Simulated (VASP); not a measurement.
# WS2 in VASP: further runs

WS2 is run at these levels: PBEsol; tasks: single point.

Program: VASP 6.6.1. These are calculated values, not measurements. Logs are shortened: lines on timing, memory, paths and dates and some standing lists are left out, and cuts for length are marked.

### 1 The cell of the first run

The typed cell holds 6 atoms: a = 3.272 Å, b = 3.155 Å, c = 12.578 Å, α = 90.00°, β = 90.00°, γ = 121.24°.

### 2 Single point, PBEsol (uniaxial strain along a: +4.0 %)

Input file INCAR:

```
PREC = Accurate ; ENCUT = 500
EDIFF = 1E-6 ; ISMEAR = 0
SIGMA = 0.02 ; LREAL = F
LASPH = T ; NELM = 120
ALGO = Normal ; ISIF = 2
LWAVE = F ; LCHARG = T
GGA = PS ; LELF = T
LVHAR = T ; NBANDS = 35
GGA_COMPAT = F
```

Input file KPOINTS:

```
regular mesh
0
Gamma
  12 12 2
```

Input file POSCAR:

```
WS2
1.0
    3.2719271695      0.0000000000      0.0000000000
   -1.6359635848      2.6973426227      0.0000000000
    0.0000000000      0.0000000000     12.5775580979
W S
2 4
Direct
    0.3335325847      0.6671033217      0.2500000000
    0.6664674153      0.3328966783      0.7500000000
    0.3316522116      0.6631925186      0.6268583329
    0.6683477884      0.3368074814      0.1268583329
    0.3316522116      0.6631925186      0.8731416671
    0.6683477884      0.3368074814      0.3731416671
```

Potentials or basis: VASP PAW PBE potentials, release 64 (W_sv, S).

Started as:

```
> cat potpaw_PBE.64/W_sv/POTCAR potpaw_PBE.64/S/POTCAR > POTCAR
> mpirun -np 1 vasp_std > vasp.out
```

OUTCAR:

```text
PREC = Accurate
   ENCUT = 500
   EDIFF = 1E-6
   ISMEAR = 0
   LREAL = F
   LASPH = T
   NELM = 120
   ISIF = 2
   GGA = PS

 ion  position               nearest neighbor table
   1  0.334  0.667  0.250-   4 2.38   6 2.38   4 2.42   6 2.42   4 2.42   6 2.42
   2  0.666  0.333  0.750-   3 2.38   5 2.38   3 2.42   5 2.42   3 2.42   5 2.42
   3  0.332  0.663  0.627-   2 2.38   2 2.42   2 2.42
   4  0.668  0.337  0.127-   1 2.38   1 2.42   1 2.42
   5  0.332  0.663  0.873-   2 2.38   2 2.42   2 2.42
   6  0.668  0.337  0.373-   1 2.38   1 2.42   1 2.42

  Warning from LATTYP: Monoclinic adjustment (A1->A3, A2->A1, A3->A2)!
  LATTYP: Found a base centered orthorhombic cell.
 ALAT       =     3.2719271695
 B/A-ratio  =     1.6487791341
 C/A-ratio  =     3.8440825380

  Lattice vectors:

 A1 = (   1.6359635848,  -2.6973426227,   0.0000000000)
 A2 = (   1.6359635847,   2.6973426227,   0.0000000000)
 A3 = (   0.0000000000,   0.0000000000,  12.5775580979)

Analysis of symmetry for initial positions (statically):
=====================================================================
 Subroutine PRICEL returns:
 Original cell was already a primitive cell.

 Routine SETGRP: Setting up the symmetry group for a
 base centered orthorhombic supercell.

 Subroutine GETGRP returns: Found  4 space group operations
 (whereof  2 operations were pure point group operations)
 out of a pool of  8 trial point group operations.

The static configuration has the point symmetry S_2 .
 The point group associated with its full space group is C_2h.

Analysis of symmetry for dynamics (positions and initial velocities):
=====================================================================
 Subroutine PRICEL returns:
 Original cell was already a primitive cell.

 Routine SETGRP: Setting up the symmetry group for a
 base centered orthorhombic supercell.

 Subroutine GETGRP returns: Found  4 space group operations
 (whereof  2 operations were pure point group operations)
 out of a pool of  8 trial point group operations.

The dynamic configuration has the point symmetry S_2 .
 The point group associated with its full space group is C_2h.

 Subroutine INISYM returns: Found  4 space group operations
 (whereof  2 operations are pure point group operations),
 and found     1 'primitive' translations

----------------------------------------------------------------------------------------

                                     Primitive cell

  volume of cell :     111.0033

  direct lattice vectors                    reciprocal lattice vectors
     3.271927170  0.000000000  0.000000000     0.305630275  0.185367627  0.000000000
    -1.635963585  2.697342623  0.000000000     0.000000000  0.370735253  0.000000000
     0.000000000  0.000000000 12.577558098     0.000000000  0.000000000  0.079506689

  length of vectors
     3.271927170  3.154684465 12.577558098     0.357450726  0.370735253  0.079506689

  position of ions in fractional coordinates (direct lattice)
     0.333532585  0.667103322  0.250000000
     0.666467415  0.332896678  0.750000000
     0.331652212  0.663192519  0.626858333
     0.668347788  0.336807481  0.126858333
     0.331652212  0.663192519  0.873141667
     0.668347788  0.336807481  0.373141667

  ion indices of the primitive-cell ions
   primitive index   ion index
                 1           1
                 2           2
                 3           3
                 4           4
                 5           5
                 6           6

----------------------------------------------------------------------------------------

 KPOINTS: regular mesh

Automatic generation of k-mesh.
 Grid dimensions read from file:
 generate k-points for:   12   12    2

 Generating k-lattice:

  Cartesian coordinates                     Fractional coordinates (reciprocal lattice)
     0.025469190  0.015447302  0.000000000     0.083333333 -0.000000000  0.000000000
     0.000000000  0.030894604  0.000000000     0.000000000  0.083333333  0.000000000
     0.000000000  0.000000000  0.039753344     0.000000000  0.000000000  0.500000000

  Length of vectors
     0.029787561  0.030894604  0.039753344

  Shift w.r.t. Gamma in fractional coordinates (k-lattice)
     0.000000000  0.000000000  0.000000000

 Subroutine IBZKPT returns following result:
 ===========================================

 Found    148 irreducible k-points:

 Following reciprocal coordinates:
            Coordinates               Weight
  0.000000  0.000000  0.000000      1.000000
  0.083333  0.000000  0.000000      2.000000
  0.083333 -0.083333  0.000000      2.000000
  0.166667 -0.000000  0.000000      2.000000
  0.166667 -0.166667  0.000000      2.000000
  0.250000 -0.000000  0.000000      2.000000
[... 16 lines left out ...]
  0.416667  0.083333  0.000000      2.000000
  0.416667  0.500000  0.000000      2.000000
 [... further k-points ...]
   k-points           NKPTS =    148   k-points in BZ     NKDIM =    148   number of bands    NBANDS=     35
   number of dos      NEDOS =    301   number of ions     NIONS =      6
   total plane-waves  NPLWV =  55296
   dimension x,y,z NGX =    24 NGY =   24 NGZ =   96
   dimension x,y,z NGXF=    48 NGYF=   48 NGZF=  192
   ions per type =               2   4
   NGX,Y,Z   is equivalent  to a cutoff of  12.19, 12.65, 12.69 a.u.
   NGXF,Y,Z  is equivalent  to a cutoff of  24.39, 25.30, 25.38 a.u.
 SYSTEM =  unknown system
   PREC   = accura    normal or accurate (medium, high low for compatibility)
   ISTART =      0    job   : 0-new  1-cont  2-samecut
   ICHARG =      2    charge: 1-file 2-atom 10-const
   ISPIN  =      1    spin polarized calculation?
   LNONCOLLINEAR =      F non collinear calculations
   LSORBIT =      F    spin-orbit coupling
   LASPH  =      T    aspherical Exc in radial PAW
   ENCUT  =  500.0 eV  36.75 Ry    6.06 a.u.   5.97  5.75 22.93*2*pi/ulx,y,z
   NELM   =    120;   NELMIN=  2; NELMDL= -5     # of ELM steps
   EDIFF  = 0.1E-05   stopping-criterion for ELM
   LREAL  =      F    real-space projection
   EDIFFG = 0.1E-04   stopping-criterion for IOM
   NSW    =      0    number of steps for IOM
   IBRION =     -1    ionic relax: 0-MD 1-quasi-New 2-CG
   NFREE  =      0    steps in history (QN), initial steepest desc. (CG)
   ISIF   =      2    stress and relaxation
   ISYM   =      2    0-nonsym 1-usesym 2-fastsym
   POTIM  = 0.5000    time-step for ionic-motion
   TEBEG  =    0.0;   TEEND  =   0.0 temperature during run
   PSTRESS=    0.0 pullay stress
   NELECT =      52.0000    total number of electrons
   NUPDOWN=      -1.0000    fix difference up-down
   EMIN   =  10.00;   EMAX   =-10.00  energy-range for DOS
   EFERMI =   0.00;   METHOD = LEGACY
   ISMEAR =     0;   SIGMA  =   0.02  broadening in eV -4-tet -1-fermi 0-gaus
   EFERMI_NEDOS =   21; number of points for ismear=-14 and -15
   IALGO  =     38    algorithm
   IMIX   =      4    mixing-type and parameters
     AMIX     =   0.40;   BMIX     =  1.00
     AMIX_MAG =   1.60;   BMIX_MAG =  1.00
  volume/ion in A,a.u.               =      18.50       124.85
  Fermi-wavevector in a.u.,A,eV,Ry     =   1.271444  2.402681 21.994770  1.616570
  Thomas-Fermi vector in A             =   2.404377
   LORBIT       =      0    0 simple, 1 ext, 2 COOP (PROOUT), +10 PAW based schemes
   GGA     = PS    functional components
   LHFCALC =     F    Hartree Fock is set to
   AEXX    =    0.0000 exact exchange contribution
   IVDW    =     0    specifies the selected vdW correction
   LEPSILON=     F    determine dielectric tensor
   LRPA    =     F    only Hartree local field effects (RPA)
 non-spin polarized calculation
 Gauss-broadening in eV      SIGMA  =   0.02
  energy-cutoff  :      500.00
  volume of cell :      111.00
 maximum number of plane-waves:      2841
   NGX = 11   NGY = 11   NGZ = 45

 number of electron      52.0000007 magnetization

 Free energy of the ion-electron system (eV)
  ---------------------------------------------------
  ext. energy  EPLUGINS =         0.00000000
  ---------------------------------------------------
  free energy    TOTEN  =       -50.44094758 eV

  energy without entropy =      -50.44094758  energy(sigma->0) =      -50.44094758

 E-fermi :   7.1664     XC(G=0): -10.8458

 val. band max:        6.8767967716   @ k =   0.0000   0.0000   0.0000
 cond. band min:       7.9283523295   @ k =   0.3333   0.3333   0.0000
 fundamental gap:      1.0515555578
 Fermi energy:         7.1663984795

 k-point     1 :       0.0000    0.0000    0.0000
  band No.  band energies     occupation
      1     -67.7327      2.00000
      2     -67.7327      2.00000
      3     -31.9788      2.00000
      4     -31.9788      2.00000
      5     -31.8701      2.00000
      6     -31.8701      2.00000
[... 27 lines left out ...]
     34       9.6077      0.00000
     35      11.3177      0.00000

 k-point     2 :       0.0833    0.0000    0.0000
  band No.  band energies     occupation
      1     -67.7317      2.00000
      2     -67.7316      2.00000
      3     -31.9749      2.00000
      4     -31.9749      2.00000
      5     -31.8865      2.00000
      6     -31.8865      2.00000
[... 27 lines left out ...]
     34       9.4616      0.00000
     35      11.8457      0.00000

 k-point     3 :       0.0833   -0.0833    0.0000
  band No.  band energies     occupation
      1     -67.7317      2.00000
      2     -67.7316      2.00000
      3     -31.9749      2.00000
      4     -31.9749      2.00000
      5     -31.8865      2.00000
      6     -31.8865      2.00000
[... 27 lines left out ...]
     34       9.4619      0.00000
     35      11.8524      0.00000
[... 723 lines left out ...]
 k-point    23 :       0.4167    0.0833    0.0000
  band No.  band energies     occupation
      1     -67.7172      2.00000
      2     -67.7172      2.00000
      3     -32.1581      2.00000
      4     -32.1581      2.00000
      5     -31.9203      2.00000
      6     -31.9203      2.00000
[... 27 lines left out ...]
     34      11.2295      0.00000
     35      11.3302      0.00000

 k-point    24 :       0.4167    0.5000    0.0000
  band No.  band energies     occupation
      1     -67.7172      2.00000
      2     -67.7172      2.00000
      3     -32.1581      2.00000
      4     -32.1581      2.00000
      5     -31.9203      2.00000
      6     -31.9203      2.00000
[... 27 lines left out ...]
     34      11.2306      0.00000
     35      11.3306      0.00000

 [... further k-points ...]

------------------------ aborting loop because EDIFF is reached ----------------------------------------

  FORCE on cell =-STRESS in cart. coord.  units (eV):
  Direction    XX          YY          ZZ          XY          YZ          ZX
  --------------------------------------------------------------------------------------
  -------------------------------------------------------------------------------------
  Total       -5.4473727      0.4904287      0.3277644     -0.0013931      0.0000000      0.0000000
  in kB      -78.6251707      7.0786490      4.7308191     -0.0201074      0.0000000      0.0000000
  external PRESSURE =     -22.2719009 kB  Pullay stress =       0.0000000 kB

 VOLUME and BASIS-vectors are now :
 -----------------------------------------------------------------------------
  energy-cutoff  :      500.00
  volume of cell :      111.00
      direct lattice vectors                 reciprocal lattice vectors
     3.271927170  0.000000000  0.000000000     0.305630275  0.185367627  0.000000000
    -1.635963585  2.697342623  0.000000000     0.000000000  0.370735253  0.000000000
     0.000000000  0.000000000 12.577558098     0.000000000  0.000000000  0.079506689

 POSITION                                       TOTAL-FORCE (eV/Angst)
 -----------------------------------------------------------------------------------
     -0.00006      1.79941      3.14439        -0.002433     -0.202427      0.000000
      1.63603      0.89794      9.43317         0.002433      0.202427     -0.000000
      0.00018      1.78886      7.88435        -0.001242     -0.102525     -0.051031
      1.63578      0.90849      1.59557         0.001242      0.102525     -0.051031
      0.00018      1.78886     10.98199        -0.001242     -0.102525      0.051031
      1.63578      0.90849      4.69321         0.001242      0.102525      0.051031
 -----------------------------------------------------------------------------------
    total drift:                                0.000000      0.000000     -0.000000

  FREE ENERGIE OF THE ION-ELECTRON SYSTEM (eV)
  ---------------------------------------------------
  free  energy   TOTEN  =       -50.4409475829 eV

  energy  without entropy=      -50.4409475829  energy(sigma->0) =      -50.44094758
```

It took 5.9 min on 1 thread of Intel Xeon Platinum 8259CL at 2.50GHz (Skylake/Cascade Lake), shared host; peak memory 0.52 GiB.

Results:

```
Free energy            : -50.4409 eV
Pressure               : -2.2 GPa
Largest force          : 0.202 eV/Å
Band gap on the k mesh : 1.05 eV (least direct gap 1.65 eV)
```

Forces on the atoms (eV/Å):
```
W   -0.002 -0.202  0.000
W    0.002  0.202  0.000
S   -0.001 -0.103 -0.051
S    0.001  0.103 -0.051
S   -0.001 -0.103  0.051
S    0.001  0.103  0.051
```

Stress tensor (GPa, compression positive):
```
-7.86  0.00  0.00
 0.00  0.71  0.00
 0.00  0.00  0.47
```

Caveat: the cell differs from its parent crystal (uniaxial strain along a: +4.0 %); the stress differs along the axes, from -8 to 1 GPa; the PAW data sets were made with another functional, which shifts forces and pressure a little; spin-orbit coupling is left out, which moves the levels of the heavy elements.

(Continued in part 2 of 2.)
